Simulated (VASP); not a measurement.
# CrSb2C3 (P6mm) in VASP: a series of runs

The runs below take CrSb2C3 through single point, with PBE.

Program: VASP 6.6.1. These are calculated values, not measurements. Logs are shortened: lines on timing, memory, paths and dates and some standing lists are left out, and cuts for length are marked.

## 1. The cell of the first run

It takes space group P6mm (No. 183, hexagonal). Conventional cell: a = 4.879 Å, b = 4.879 Å, c = 5.154 Å, α = 90.00°, β = 90.00°, γ = 120.00°. Within 3.2 Å of Cr (site symmetry 6mm) lie 6 C at 2.46 Å. Within 3.1 Å of Sb (site symmetry 3m) lie 3 C at 2.33 Å and 3 Sb at 2.82 Å. C (site symmetry 2mm) has 2 Sb at 2.33 Å and 4 C at 2.44 Å and 2 Cr at 2.46 Å within 3.1 Å.

## 2. Single point, PBE, collinear spin, ferromagnetic start

The input, INCAR:

```
  PREC = Accurate
  ENCUT = 520
  EDIFF = 1E-6
  ISMEAR = 0
  SIGMA = 0.1
  LREAL = False
  LASPH = True
  NELM = 150
  ALGO = Normal
  ISIF = 2
  LWAVE = False
  LCHARG = True
  ISPIN = 2
  MAGMOM = 3 0 0 0 0 0
  LORBIT = 11
  LMAXMIX = 4
  GGA = PE
  LELF = True
  LVHAR = True
  NBANDS = 30
```

The input, KPOINTS:

```
Automatic mesh
0
Gamma
  6 6 4
```

The input, POSCAR:

```
CrSb2C3
1.0
    4.8791892912     -0.0000000031      0.0000000000
   -2.4395946429      4.2255018776      0.0000000000
    0.0000000000      0.0000000000      5.1544468190
Cr Sb C
1 2 3
Direct
    0.0000000000      0.0000000000      0.4341679235
    0.3333333333      0.6666666667      0.8495446003
    0.6666666667      0.3333333333      0.8495446003
    0.5000000000      0.0000000000      0.4900589119
    0.0000000000      0.5000000000      0.4900589119
    0.5000000000      0.5000000000      0.4900589119
```

Potentials or basis: VASP PAW PBE potentials, release 64 (Cr_pv, Sb, C).

Launch:

```
cat potpaw_PBE.64/Cr_pv/POTCAR potpaw_PBE.64/Sb/POTCAR potpaw_PBE.64/C/POTCAR > POTCAR
mpirun -np 1 vasp_std > vasp.out
```

OUTCAR:

```text
PREC = Accurate
   ENCUT = 520
   EDIFF = 1E-6
   ISMEAR = 0
   LREAL = False
   LASPH = True
   NELM = 150
   ISIF = 2
   ISPIN = 2
   LORBIT = 11
   GGA = PE

 ion  position               nearest neighbor table
   1  0.000  0.000  0.434-   5 2.46   5 2.46   4 2.46   4 2.46   6 2.46   6 2.46
   2  0.333  0.667  0.850-   4 2.33   5 2.33   6 2.33   3 2.82   3 2.82   3 2.82
   3  0.667  0.333  0.850-   4 2.33   5 2.33   6 2.33   2 2.82   2 2.82   2 2.82
   4  0.500  0.000  0.490-   2 2.33   3 2.33   1 2.46   1 2.46
   5  0.000  0.500  0.490-   2 2.33   3 2.33   1 2.46   1 2.46
   6  0.500  0.500  0.490-   2 2.33   3 2.33   1 2.46   1 2.46

  LATTYP: Found a hexagonal cell.
 ALAT       =     4.8791892912
 C/A-ratio  =     1.0564146032

  Lattice vectors:

 A1 = (   4.8791892912,  -0.0000000031,   0.0000000000)
 A2 = (  -2.4395946429,   4.2255018776,   0.0000000000)
 A3 = (   0.0000000000,   0.0000000000,   5.1544468190)

Analysis of symmetry for initial positions (statically):
=====================================================================
 Subroutine PRICEL returns:
 Original cell was already a primitive cell.

 Routine SETGRP: Setting up the symmetry group for a
 hexagonal supercell.

 Subroutine GETGRP returns: Found 12 space group operations
 (whereof 12 operations were pure point group operations)
 out of a pool of 24 trial point group operations.

The static configuration has the point symmetry C_6v.

Analysis of symmetry for dynamics (positions and initial velocities):
=====================================================================
 Subroutine PRICEL returns:
 Original cell was already a primitive cell.

 Routine SETGRP: Setting up the symmetry group for a
 hexagonal supercell.

 Subroutine GETGRP returns: Found 12 space group operations
 (whereof 12 operations were pure point group operations)
 out of a pool of 24 trial point group operations.

The dynamic configuration has the point symmetry C_6v.

Analysis of structural, dynamic, and magnetic symmetry:
=====================================================================
 Subroutine PRICEL returns:
 Original cell was already a primitive cell.

 Routine SETGRP: Setting up the symmetry group for a
 hexagonal supercell.

 Subroutine GETGRP returns: Found 12 space group operations
 (whereof 12 operations were pure point group operations)
 out of a pool of 24 trial point group operations.

The overall configuration has the point symmetry C_6v.

 Subroutine INISYM returns: Found 12 space group operations
 (whereof 12 operations are pure point group operations),
 and found     1 'primitive' translations

----------------------------------------------------------------------------------------

                                     Primitive cell

  volume of cell :     106.2694

  direct lattice vectors                    reciprocal lattice vectors
     4.879189291 -0.000000003  0.000000000     0.204952081  0.118329139  0.000000000
    -2.439594643  4.225501878  0.000000000     0.000000000  0.236658279  0.000000000
     0.000000000  0.000000000  5.154446819     0.000000000  0.000000000  0.194007240

  length of vectors
     4.879189291  4.879189291  5.154446819     0.236658279  0.236658279  0.194007240

  position of ions in fractional coordinates (direct lattice)
     0.000000000  0.000000000  0.434167923
     0.333333333  0.666666667  0.849544600
     0.666666667  0.333333333  0.849544600
     0.500000000  0.000000000  0.490058912
     0.000000000  0.500000000  0.490058912
     0.500000000  0.500000000  0.490058912

  ion indices of the primitive-cell ions
   primitive index   ion index
                 1           1
                 2           2
                 3           3
                 4           4
                 5           5
                 6           6

----------------------------------------------------------------------------------------

 KPOINTS: Automatic mesh

Automatic generation of k-mesh.
 Grid dimensions read from file:
[... 26 lines left out ...]
  0.166667  0.166667  0.000000      6.000000
  0.333333  0.166667  0.000000     12.000000
[... 13 lines left out ...]
  0.333333  0.166667  0.500000     12.000000
  0.333333  0.333333  0.500000      2.000000
   k-points           NKPTS =     21   k-points in BZ     NKDIM =     21   number of bands    NBANDS=     30
   number of dos      NEDOS =    301   number of ions     NIONS =      6
   total plane-waves  NPLWV =  51840
   dimension x,y,z NGX =    36 NGY =   36 NGZ =   40
   dimension x,y,z NGXF=    72 NGYF=   72 NGZF=   80
   ions per type =               1   2   3
   NGX,Y,Z   is equivalent  to a cutoff of  12.27, 12.27, 12.90 a.u.
   NGXF,Y,Z  is equivalent  to a cutoff of  24.53, 24.53, 25.80 a.u.
 SYSTEM =  unknown system
   PREC   = accura    normal or accurate (medium, high low for compatibility)
   ISTART =      0    job   : 0-new  1-cont  2-samecut
   ICHARG =      2    charge: 1-file 2-atom 10-const
   ISPIN  =      2    spin polarized calculation?
   LNONCOLLINEAR =      F non collinear calculations
   LSORBIT =      F    spin-orbit coupling
   LASPH  =      T    aspherical Exc in radial PAW
   ENCUT  =  520.0 eV  38.22 Ry    6.18 a.u.   9.07  9.07  9.58*2*pi/ulx,y,z
   NELM   =    150;   NELMIN=  2; NELMDL= -5     # of ELM steps
   EDIFF  = 0.1E-05   stopping-criterion for ELM
   LREAL  =      F    real-space projection
   EDIFFG = 0.1E-04   stopping-criterion for IOM
   NSW    =      0    number of steps for IOM
   IBRION =     -1    ionic relax: 0-MD 1-quasi-New 2-CG
   NFREE  =      0    steps in history (QN), initial steepest desc. (CG)
   ISIF   =      2    stress and relaxation
   ISYM   =      2    0-nonsym 1-usesym 2-fastsym
   POTIM  = 0.5000    time-step for ionic-motion
   TEBEG  =    0.0;   TEEND  =   0.0 temperature during run
   PSTRESS=    0.0 pullay stress
   NELECT =      34.0000    total number of electrons
   NUPDOWN=      -1.0000    fix difference up-down
   EMIN   =  10.00;   EMAX   =-10.00  energy-range for DOS
   EFERMI =   0.00;   METHOD = LEGACY
   ISMEAR =     0;   SIGMA  =   0.10  broadening in eV -4-tet -1-fermi 0-gaus
   EFERMI_NEDOS =   21; number of points for ismear=-14 and -15
   IALGO  =     38    algorithm
   IMIX   =      4    mixing-type and parameters
     AMIX     =   0.40;   BMIX     =  1.00
     AMIX_MAG =   1.60;   BMIX_MAG =  1.00
  volume/ion in A,a.u.               =      17.71       119.52
  Fermi-wavevector in a.u.,A,eV,Ry     =   1.119692  2.115911 17.057753  1.253710
  Thomas-Fermi vector in A             =   2.256333
   LORBIT       =     11    0 simple, 1 ext, 2 COOP (PROOUT), +10 PAW based schemes
   GGA     = PE    functional components
   LHFCALC =     F    Hartree Fock is set to
   AEXX    =    0.0000 exact exchange contribution
   IVDW    =     0    specifies the selected vdW correction
   LEPSILON=     F    determine dielectric tensor
   LRPA    =     F    only Hartree local field effects (RPA)
 spin polarized calculation
 Gauss-broadening in eV      SIGMA  =   0.10
  energy-cutoff  :      520.00
  volume of cell :      106.27
 maximum number of plane-waves:      2895
   NGX = 19   NGY = 19   NGZ = 19

 number of electron      34.0000005 magnetization      -0.0914657

 number of electron      34.0000005 magnetization       0.4552594

 Free energy of the ion-electron system (eV)
  ---------------------------------------------------
  ext. energy  EPLUGINS =         0.00000000
  ---------------------------------------------------
  free energy    TOTEN  =       -30.89987155 eV

  energy without entropy =      -30.86761573  energy(sigma->0) =      -30.88374364

 E-fermi :   6.2989     XC(G=0): -10.1263

 val. band max:        6.2774619726   @ k =   0.3333   0.0000   0.5000
 cond. band min:       6.3102708593   @ k =   0.1667   0.1667   0.0000
 fundamental gap:      0.0328088866
 Fermi energy:         6.2989043121

 spin component 1

 k-point     1 :       0.0000    0.0000    0.0000
  band No.  band energies     occupation
      1     -37.0960      1.00000
      2     -37.0960      1.00000
      3     -37.0449      1.00000
      4      -8.6024      1.00000
      5      -2.9329      1.00000
      6      -2.6106      1.00000
[... 661 lines left out ...]
     28      10.5311      0.00000
     29      12.6344      0.00000
 Fermi energy:         6.2989043121

 spin component 2

 k-point     1 :       0.0000    0.0000    0.0000
  band No.  band energies     occupation
      1     -36.6473      1.00000
      2     -36.6473      1.00000
      3     -36.4814      1.00000
      4      -8.6104      1.00000
      5      -2.9460      1.00000
      6      -2.6216      1.00000
[... 661 lines left out ...]
     28      10.5105      0.00000
     29      12.9443      0.00000
 [bands above 29 left out]

------------------------ aborting loop because EDIFF is reached ----------------------------------------

  FORCE on cell =-STRESS in cart. coord.  units (eV):
  Direction    XX          YY          ZZ          XY          YZ          ZX
  --------------------------------------------------------------------------------------
  -------------------------------------------------------------------------------------
  Total       -3.1597644     -3.1597644     -1.3914890     -0.0000000      0.0000000      0.0000000
  in kB      -47.6384090    -47.6384090    -20.9788818     -0.0000000      0.0000000      0.0000000
  external PRESSURE =     -38.7518999 kB  Pullay stress =       0.0000000 kB

 VOLUME and BASIS-vectors are now :
 -----------------------------------------------------------------------------
  energy-cutoff  :      520.00
  volume of cell :      106.27
      direct lattice vectors                 reciprocal lattice vectors
     4.879189291 -0.000000003  0.000000000     0.204952081  0.118329139  0.000000000
    -2.439594643  4.225501878  0.000000000     0.000000000  0.236658279  0.000000000
     0.000000000  0.000000000  5.154446819     0.000000000  0.000000000  0.194007240

 POSITION                                       TOTAL-FORCE (eV/Angst)
 -----------------------------------------------------------------------------------
      0.00000      0.00000      2.23790         0.000000     -0.000000      0.388484
      0.00000      2.81700      4.37893         0.000000     -0.000000      0.138701
      2.43959      1.40850      4.37893         0.000000     -0.000000      0.138701
      2.43959     -0.00000      2.52598        -0.000000      0.000000     -0.221962
     -1.21980      2.11275      2.52598         0.000000      0.000000     -0.221962
      1.21980      2.11275      2.52598        -0.000000      0.000000     -0.221962
 -----------------------------------------------------------------------------------
    total drift:                               -0.000001     -0.000001      0.000500

  FREE ENERGIE OF THE ION-ELECTRON SYSTEM (eV)
  ---------------------------------------------------
  free  energy   TOTEN  =       -30.8998715459 eV

  energy  without entropy=      -30.8676157288  energy(sigma->0) =      -30.88374364

 total charge

# of ion       s       p       d       tot
------------------------------------------
    1        0.215   6.129   4.013  10.357
    2        1.230   1.118   0.091   2.438
    3        1.230   1.118   0.091   2.438
    4        0.987   1.149   0.000   2.136
    5        0.987   1.149   0.000   2.136
    6        0.987   1.149   0.000   2.136
--------------------------------------------------
tot          5.636  11.812   4.194  21.641

 magnetization (x)

# of ion       s       p       d       tot
------------------------------------------
    1        0.021   0.001   0.464   0.485
    2       -0.001  -0.006  -0.000  -0.007
    3       -0.001  -0.006  -0.000  -0.007
    4       -0.000  -0.011   0.000  -0.011
    5       -0.000  -0.011   0.000  -0.011
    6       -0.000  -0.011   0.000  -0.011
--------------------------------------------------
tot          0.018  -0.044   0.464   0.438
```

It took 4 min on 1 thread of Oxide Virtual Turin-like, shared host; peak memory 0.29 GiB.

Results:

* Free energy: -30.8999 eV
* Pressure: -3.9 GPa
* Largest force: 0.388 eV/Å
* Net moment: 0.46 μB per cell
* Site moments: Cr +0.48; Sb -0.01; C -0.01 μB
* Valence electrons inside the program's atomic spheres: Cr 10.36; Sb 2.44; C 2.14

Forces in eV/Å, atoms in the order of the input:
```
Cr   0.000  0.000  0.388
Sb   0.000  0.000  0.139
Sb   0.000  0.000  0.139
C    0.000  0.000 -0.222
C    0.000  0.000 -0.222
C    0.000  0.000 -0.222
```

Caveat: spin-orbit coupling is left out, which moves the levels of the heavy elements; a cell with one magnetic atom can't hold antiferromagnetic order, which such compounds often take.

## 3. Single point, PBE, collinear spin, ferromagnetic start

This run uses another cell than the first one, of 21.43 Å³/atom, 1.210 times its volume.

The input, INCAR:

```
SYSTEM = CrSb2C3
PREC = Accurate ; ENCUT = 520
EDIFF = 1E-7 ; ISMEAR = 0
SIGMA = 0.1 ; LREAL = .FALSE.
LASPH = .TRUE. ; NELM = 150
ALGO = Normal ; ISIF = 2
LWAVE = .FALSE. ; LCHARG = .FALSE.
ISPIN = 2 ; MAGMOM = 3 0 0 0 0 0
LORBIT = 11 ; LMAXMIX = 4
GGA = PE ; NBANDS = 30
```

The input, KPOINTS:

```
Automatic mesh
0
G
  6 6 4
  0 0 0
```

The input, POSCAR:

```
CrSb2C3
1.0
    4.5757736700      0.0000000000      0.0000000000
   -2.2878868300      3.9627362400      0.0000000000
    0.0000000000      0.0000000000      7.0910211000
Cr Sb C
1 2 3
Direct
    0.0000000000      0.0000000000      0.4353455100
    0.3333333300      0.6666666700      0.8320785900
    0.6666666700      0.3333333300      0.8320785900
    0.5000000000      0.0000000000      0.5013103900
    0.0000000000      0.5000000000      0.5013103900
    0.5000000000      0.5000000000      0.5013103900
```

Potentials or basis: VASP PAW PBE potentials, release 64 (Cr_pv, Sb, C).

Launch:

```
cat potpaw_PBE.64/Cr_pv/POTCAR potpaw_PBE.64/Sb/POTCAR potpaw_PBE.64/C/POTCAR > POTCAR
mpirun -np 1 vasp_std > vasp.out
```

Wall time 9.4 min (1 thread of Oxide Virtual Turin-like, shared host); peak memory 0.34 GiB.

It converged, with:

```yaml
Free_energy: -30.9840 eV
Pressure: -0.7 GPa
Largest_force: 1.155 eV/Å
Net_moment: 3.34 μB per cell
Site_moments: Cr +3.16; Sb -0.01; C -0.03 μB
Valence_electrons_inside_the_program's_atomic_spheres: Cr 10.46; Sb 2.50; C 2.09
```

Forces on the atoms (eV/Å):
```
Cr   0.000  0.000  1.155
Sb   0.000  0.000 -0.829
Sb   0.000  0.000 -0.829
C    0.000  0.000  0.167
C    0.000  0.000  0.167
C    0.000  0.000  0.167
```

Stress tensor (GPa, compression positive):
```
 2.44  0.00  0.00
 0.00  2.44  0.00
 0.00  0.00 -7.07
```

Levels at points of the mesh, in eV from the Fermi level:
Spin up:
```csv
k point,band 16,band 17,band 18,band 19,band 20,band 21,band 22,band 23
"(0.00, 0.00, 0.00)",-0.80,-0.80,-0.46,-0.46,0.61,1.21,1.21,1.43
"(0.50, 0.00, 0.00)",-1.05,-0.72,-0.29,-0.02,0.85,1.02,1.17,1.99
"(0.00, 0.00, 0.50)",-0.80,-0.80,-0.69,-0.42,-0.42,1.17,1.17,1.50
"(0.50, 0.00, 0.50)",-1.29,-0.86,-0.26,0.05,0.85,0.87,1.20,1.25
```
Spin down:
```tsv
k point	band 11	band 12	band 13	band 14	band 15	band 16	band 17	band 18	band 19	band 20
(0.00, 0.00, 0.00)	-3.69	-3.69	-3.68	-3.68	0.54	0.54	0.58	1.15	1.15	1.63
(0.50, 0.00, 0.00)	-3.82	-2.52	-1.66	-1.53	-0.32	0.16	0.27	0.68	1.33	1.99
(0.00, 0.00, 0.50)	-3.71	-3.71	-3.68	-3.68	-0.80	0.63	0.63	1.07	1.07	2.06
(0.50, 0.00, 0.50)	-3.47	-2.22	-1.65	-1.56	-0.31	0.17	0.21	0.42	0.86	1.45
```

Caveat: spin-orbit coupling is left out, which moves the levels of the heavy elements; a cell with one magnetic atom can't hold antiferromagnetic order, which such compounds often take; forces of over 1 eV/Å act on the atoms, so gaps and moduli don't describe the material at rest.
